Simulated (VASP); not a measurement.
# Pd (C2/c) in VASP: further runs

Runs on Pd. Level: revPBE. Tasks: single point.

Everything below comes from runs of VASP 6.6.1. Logs are shortened: lines on timing, memory, paths and dates and some standing lists are left out, and cuts for length are marked.

### Step 1. The cell of the first run

The typed cell holds 2 atoms: a = 4.623 Å, b = 4.623 Å, c = 2.742 Å, α = 90.00°, β = 90.00°, γ = 145.87°.

### Step 2. Single point, revPBE

The input, INCAR:

```
SYSTEM = Pd
PREC = Accurate ; ENCUT = 520
EDIFF = 1E-6 ; ISMEAR = -1
SIGMA = 0.1 ; LREAL = .False.
LASPH = .True. ; NELM = 80
ALGO = Normal ; ISIF = 2
LWAVE = .False. ; LCHARG = .True.
GGA = RE ; LELF = .True.
LVHAR = .True. ; NBANDS = 17
```

The input, KPOINTS:

```
Automatic mesh
0
Gamma
  20 20 19
  0 0 0
```

The input, POSCAR:

```
Pd
1.0
   -2.9217703027      3.3283281100      1.3260584712
    3.3283281100     -2.9217703027      1.3260584712
    1.8947354896      1.8947354896     -0.5814471025
Pd
2
Direct
    0.0081398460      0.9918601540      1.0000000000
    0.7418601540      0.2581398460      0.5000000000
```

Potentials or basis: VASP PAW PBE potentials, release 64 (Pd).

Launch:

```
$ cat potpaw_PBE.64/Pd/POTCAR > POTCAR
$ mpirun -np 1 vasp_std > vasp.out
```

OUTCAR:

```text
SYSTEM = Pd
   PREC = Accurate
   ENCUT = 520
   EDIFF = 1E-6
   ISMEAR = -1
   LREAL = .False.
   LASPH = .True.
   NELM = 80
   ISIF = 2
   GGA = RE

 ion  position               nearest neighbor table
   1  0.008  0.992  0.000-   2 2.72   2 2.72   2 2.83   2 2.83   2 2.83   2 2.83
   2  0.742  0.258  0.500-   1 2.72   1 2.72   1 2.83   1 2.83   1 2.83   1 2.83

  LATTYP: Found a base centered monoclinic cell.
 ALAT       =     2.7137248898
 B/A-ratio  =     3.2571370719
 C/A-ratio  =     1.0103898591
 COS(beta)  =    -0.0001917396

  Lattice vectors:

 A1 = (  -2.9217703027,   3.3283281100,   1.3260584712)
 A2 = (   3.3283281100,  -2.9217703027,   1.3260584712)
 A3 = (   1.8947354896,   1.8947354896,  -0.5814471025)

Analysis of symmetry for initial positions (statically):
=====================================================================
 Subroutine PRICEL returns:
 Original cell was already a primitive cell.

 Routine SETGRP: Setting up the symmetry group for a
 base centered monoclinic supercell.

 Subroutine GETGRP returns: Found  4 space group operations
 (whereof  2 operations were pure point group operations)
 out of a pool of  4 trial point group operations.

The static configuration has the point symmetry C_2 .
 The point group associated with its full space group is C_2h.

Analysis of symmetry for dynamics (positions and initial velocities):
=====================================================================
 Subroutine PRICEL returns:
 Original cell was already a primitive cell.

 Routine SETGRP: Setting up the symmetry group for a
 base centered monoclinic supercell.

 Subroutine GETGRP returns: Found  4 space group operations
 (whereof  2 operations were pure point group operations)
 out of a pool of  4 trial point group operations.

The dynamic configuration has the point symmetry C_2 .
 The point group associated with its full space group is C_2h.

 Subroutine INISYM returns: Found  4 space group operations
 (whereof  2 operations are pure point group operations),
 and found     1 'primitive' translations

----------------------------------------------------------------------------------------

                                     Primitive cell

  volume of cell :      32.8846

  direct lattice vectors                    reciprocal lattice vectors
    -2.921770303  3.328328110  1.326058471    -0.024743356  0.135254125  0.360116467
     3.328328110 -2.921770303  1.326058471     0.135254125 -0.024743356  0.360116467
     1.894735490  1.894735490 -0.581447102     0.252032801  0.252032801 -0.077271029

  length of vectors
     4.623087797  4.623087797  2.741920109     0.385473452  0.385473452  0.364707934

  position of ions in fractional coordinates (direct lattice)
     0.008139846  0.991860154  1.000000000
     0.741860154  0.258139846  0.500000000

  ion indices of the primitive-cell ions
   primitive index   ion index
                 1           1
                 2           2

----------------------------------------------------------------------------------------

 KPOINTS: Automatic mesh

Automatic generation of k-mesh.
 Grid dimensions read from file:
 generate k-points for:   20   20   19

 Generating k-lattice:

  Cartesian coordinates                     Fractional coordinates (reciprocal lattice)
    -0.001237168  0.006762706  0.018005823     0.050000000 -0.000000000  0.000000000
     0.006762706 -0.001237168  0.018005823    -0.000000000  0.050000000  0.000000000
     0.013264884  0.013264884 -0.004066896     0.000000000  0.000000000  0.052631579

  Length of vectors
     0.019273673  0.019273673  0.019195154

  Shift w.r.t. Gamma in fractional coordinates (k-lattice)
     0.000000000  0.000000000  0.000000000

 Subroutine IBZKPT returns following result:
 ===========================================

 Found   2001 irreducible k-points:

 Following reciprocal coordinates:
            Coordinates               Weight
  0.000000  0.000000  0.000000      1.000000
  0.050000  0.000000  0.000000      4.000000
  0.100000  0.000000 -0.000000      4.000000
  0.150000  0.000000  0.000000      4.000000
  0.200000  0.000000 -0.000000      4.000000
  0.250000  0.000000 -0.000000      4.000000
[... 16 lines left out ...]
 -0.400000  0.050000 -0.000000      4.000000
 -0.350000  0.050000  0.000000      4.000000
 [... further k-points ...]
   k-points           NKPTS =   2001   k-points in BZ     NKDIM =   2001   number of bands    NBANDS=     17
   number of dos      NEDOS =    301   number of ions     NIONS =      2
   total plane-waves  NPLWV =  25920
   dimension x,y,z NGX =    36 NGY =   36 NGZ =   20
   dimension x,y,z NGXF=    72 NGYF=   72 NGZF=   40
   ions per type =               2
   NGX,Y,Z   is equivalent  to a cutoff of  12.95, 12.95, 12.13 a.u.
   NGXF,Y,Z  is equivalent  to a cutoff of  25.89, 25.89, 24.25 a.u.
 SYSTEM =  Pd
   PREC   = accura    normal or accurate (medium, high low for compatibility)
   ISTART =      0    job   : 0-new  1-cont  2-samecut
   ICHARG =      2    charge: 1-file 2-atom 10-const
   ISPIN  =      1    spin polarized calculation?
   LNONCOLLINEAR =      F non collinear calculations
   LSORBIT =      F    spin-orbit coupling
   LASPH  =      T    aspherical Exc in radial PAW
   ENCUT  =  520.0 eV  38.22 Ry    6.18 a.u.   8.60  8.60  5.10*2*pi/ulx,y,z
   NELM   =     80;   NELMIN=  2; NELMDL= -5     # of ELM steps
   EDIFF  = 0.1E-05   stopping-criterion for ELM
   LREAL  =      F    real-space projection
   EDIFFG = 0.1E-04   stopping-criterion for IOM
   NSW    =      0    number of steps for IOM
   IBRION =     -1    ionic relax: 0-MD 1-quasi-New 2-CG
   NFREE  =      0    steps in history (QN), initial steepest desc. (CG)
   ISIF   =      2    stress and relaxation
   ISYM   =      2    0-nonsym 1-usesym 2-fastsym
   POTIM  = 0.5000    time-step for ionic-motion
   TEBEG  =    0.0;   TEEND  =   0.0 temperature during run
   PSTRESS=    0.0 pullay stress
   NELECT =      20.0000    total number of electrons
   NUPDOWN=      -1.0000    fix difference up-down
   EMIN   =  10.00;   EMAX   =-10.00  energy-range for DOS
   EFERMI =   0.00;   METHOD = LEGACY
   ISMEAR =    -1;   SIGMA  =   0.10  broadening in eV -4-tet -1-fermi 0-gaus
   EFERMI_NEDOS =   21; number of points for ismear=-14 and -15
   IALGO  =     38    algorithm
   IMIX   =      4    mixing-type and parameters
     AMIX     =   0.40;   BMIX     =  1.00
     AMIX_MAG =   1.60;   BMIX_MAG =  1.00
  volume/ion in A,a.u.               =      16.44       110.96
  Fermi-wavevector in a.u.,A,eV,Ry     =   1.387035  2.621116 26.175778  1.923865
  Thomas-Fermi vector in A             =   2.511294
   LORBIT       =      0    0 simple, 1 ext, 2 COOP (PROOUT), +10 PAW based schemes
   GGA     = RE    functional components
   LHFCALC =     F    Hartree Fock is set to
   AEXX    =    0.0000 exact exchange contribution
   IVDW    =     0    specifies the selected vdW correction
   LEPSILON=     F    determine dielectric tensor
   LRPA    =     F    only Hartree local field effects (RPA)
 non-spin polarized calculation
  energy-cutoff  :      520.00
  volume of cell :       32.88
 maximum number of plane-waves:       902
   NGX = 17   NGY = 17   NGZ = 11

 number of electron      20.0000006 magnetization

 Free energy of the ion-electron system (eV)
  ---------------------------------------------------
  ext. energy  EPLUGINS =         0.00000000
  ---------------------------------------------------
  free energy    TOTEN  =        -9.26854912 eV

  energy without entropy =       -9.15839208  energy(sigma->0) =       -9.21347060

 E-fermi :   8.2497     XC(G=0): -12.3865

 val. band max:        8.2494562451   @ k =  -0.3500  -0.4500   0.1053
 cond. band min:       8.2496705909   @ k =   0.2500   0.2000   0.0000
 fundamental gap:      0.0002143458
 Fermi energy:         8.2496615691

 k-point     1 :       0.0000    0.0000    0.0000
  band No.  band energies     occupation
      1       1.8611      2.00000
      2       3.4822      2.00000
      3       4.1222      2.00000
      4       4.6472      2.00000
      5       5.7745      2.00000
      6       6.1911      2.00000
[... 9 lines left out ...]
     16      26.2226      0.00000
     17      26.6251      0.00000

 k-point     2 :       0.0500    0.0000    0.0000
  band No.  band energies     occupation
      1       1.9256      2.00000
      2       3.5044      2.00000
      3       4.1747      2.00000
      4       4.6914      2.00000
      5       5.7873      2.00000
      6       6.1907      2.00000
[... 9 lines left out ...]
     16      25.7483      0.00000
     17      26.3489      0.00000

 k-point     3 :       0.1000    0.0000   -0.0000
  band No.  band energies     occupation
      1       2.1136      2.00000
      2       3.5677      2.00000
      3       4.3256      2.00000
      4       4.8249      2.00000
      5       5.8243      2.00000
      6       6.1907      2.00000
[... 9 lines left out ...]
     16      24.4894      0.00000
     17      26.5112      0.00000

 k-point     4 :       0.1500    0.0000    0.0000
  band No.  band energies     occupation
      1       2.4073      2.00000
      2       3.6641      2.00000
      3       4.5551      2.00000
      4       5.0406      2.00000
      5       5.8813      2.00000
      6       6.1943      2.00000
[... 9 lines left out ...]
     16      23.3644      0.00000
     17      26.7390      0.00000
[... 343 lines left out ...]
      1       3.8931      2.00000
      2       3.9634      2.00000
      3       4.7291      2.00000
      4       5.6708      2.00000
      5       6.1918      2.00000
      6       6.4163      2.00000
[... 9 lines left out ...]
     16      25.6316      0.00000
     17      27.1947      0.00000

 k-point    23 :      -0.4000    0.0500   -0.0000
  band No.  band energies     occupation
      1       3.7714      2.00000
      2       4.0342      2.00000
      3       4.7254      2.00000
      4       5.7021      2.00000
      5       6.1815      2.00000
      6       6.1910      2.00000
[... 9 lines left out ...]
     16      26.2794      0.00000
     17      27.2161      0.00000

 k-point    24 :      -0.3500    0.0500    0.0000
  band No.  band energies     occupation
      1       3.5551      2.00000
      2       4.0311      2.00000
      3       4.8524      2.00000
      4       5.5699      2.00000
      5       5.8414      2.00000
      6       6.1449      2.00000
[... 9 lines left out ...]
     16      26.1855      0.00000
     17      26.9758      0.00000

 [... further k-points ...]
[... 5 lines left out ...]
  --------------------------------------------------------------------------------------
  -------------------------------------------------------------------------------------
  Total       -0.0472061     -0.0472061     -0.0340199      0.0018971      0.0018848      0.0018848
  in kB       -2.2999384     -2.2999384     -1.6574896      0.0924288      0.0918300      0.0918314
  external PRESSURE =      -2.0857888 kB  Pullay stress =       0.0000000 kB

 VOLUME and BASIS-vectors are now :
 -----------------------------------------------------------------------------
  energy-cutoff  :      520.00
  volume of cell :       32.88
      direct lattice vectors                 reciprocal lattice vectors
    -2.921770303  3.328328110  1.326058471    -0.024743356  0.135254125  0.360116467
     3.328328110 -2.921770303  1.326058471     0.135254125 -0.024743356  0.360116467
     1.894735490  1.894735490 -0.581447102     0.252032801  0.252032801 -0.077271029

 POSITION                                       TOTAL-FORCE (eV/Angst)
 -----------------------------------------------------------------------------------
      3.27745     -2.87090      1.32606         0.001405     -0.001405      0.000000
     -0.36100      2.66230      1.03533        -0.001405      0.001405     -0.000000
 -----------------------------------------------------------------------------------
    total drift:                               -0.000000     -0.000000      0.000000

  FREE ENERGIE OF THE ION-ELECTRON SYSTEM (eV)
  ---------------------------------------------------
  free  energy   TOTEN  =        -9.2685491213 eV

  energy  without entropy=       -9.1583920842  energy(sigma->0) =       -9.21347060
```

Wall time 17 min (1 thread of Oxide Virtual Turin-like, shared host); peak memory 0.91 GiB.

Results:

| Item | Value |
| --- | --- |
| Free energy | -9.2685 eV |
| Pressure | -0.2 GPa |
| Band gap on the k mesh | zero (bands 10 and 11 overlap by 0.95 eV) |

Levels at points of the mesh, in eV from the Fermi level:
```
           k point  band 7  band 8  band 9  band 10  band 11  band 12  band 13  band 14
(0.00, 0.00, 0.00)   -1.37   -0.87   -0.48    -0.24     0.28     1.98     7.51    14.09
(0.50, 0.00, 0.00)   -1.47   -1.18   -1.01    -0.13     1.80     3.80     4.55     9.39
(0.50, 0.50, 0.00)   -1.61   -1.29   -1.25    -0.65    -0.06     0.07    14.24    14.46
```

Caveat: the PAW data sets were made with another functional, which shifts forces and pressure a little.

### Step 3. Single point, revPBE, collinear spin

The input, INCAR:

```
  PREC = Accurate
  ENCUT = 520
  EDIFF = 1E-7
  ISMEAR = -1
  SIGMA = 0.05
  LREAL = False
  LASPH = True
  NELM = 150
  ALGO = Normal
  ISIF = 2
  LWAVE = False
  LCHARG = False
  ISPIN = 2
  MAGMOM = 0.5 0.5
  LORBIT = 11
  LMAXMIX = 4
  GGA = RE
  ISYM = 0
  NBANDS = 21
  KPAR = 4
```

The input, KPOINTS:

```
Automatic mesh
0
Gamma
  13 13 9
```

The input, POSCAR:

```
Pd
1.0
   -2.9330978748      3.3391790559      1.3237907841
    3.3391790559     -2.9330978748      1.3237907841
    1.8873462163      1.8873462163     -0.5800523571
Pd
2
Direct
    0.0079678054      0.9920321946      1.0000000000
    0.7420321946      0.2579678054      0.5000000000
```

Potentials or basis: VASP PAW PBE potentials, release 64 (Pd).

Launch:

```
$ cat potpaw_PBE.64/Pd/POTCAR > POTCAR
$ mpirun -np 4 vasp_std > vasp.out
```

It took 8.2 min on 4 MPI ranks of Oxide Virtual Turin-like, shared host; peak memory 0.72 GiB.

It converged, with:

```
Free energy                                           : -9.2278 eV
Pressure                                              : -0.3 GPa
Band gap on the k mesh                                : zero (filled and empty bands overlap)
Net moment                                            : 0.00 μB per cell
Valence electrons inside the program's atomic spheres : Pd 9.33
```

Forces in eV/Å, atoms in the order of the input:
```
Pd   0.002 -0.002  0.000
Pd  -0.002  0.002  0.000
```

Levels at points of the mesh, in eV from the Fermi level:
Spin up:
```csv
k point,band 7,band 8,band 9,band 10,band 11,band 12,band 13,band 14
"(0.00, 0.00, 0.00)",-1.33,-0.84,-0.43,-0.21,0.30,1.94,7.47,14.25
```
Spin down:
```csv
k point,band 6,band 7,band 8,band 9,band 10,band 11,band 12,band 13,band 14,band 15
"(0.00, 0.00, 0.00)",-2.08,-1.33,-0.84,-0.43,-0.21,0.30,1.94,7.47,14.25,17.79
```

Caveat: the PAW data sets were made with another functional, which shifts forces and pressure a little.
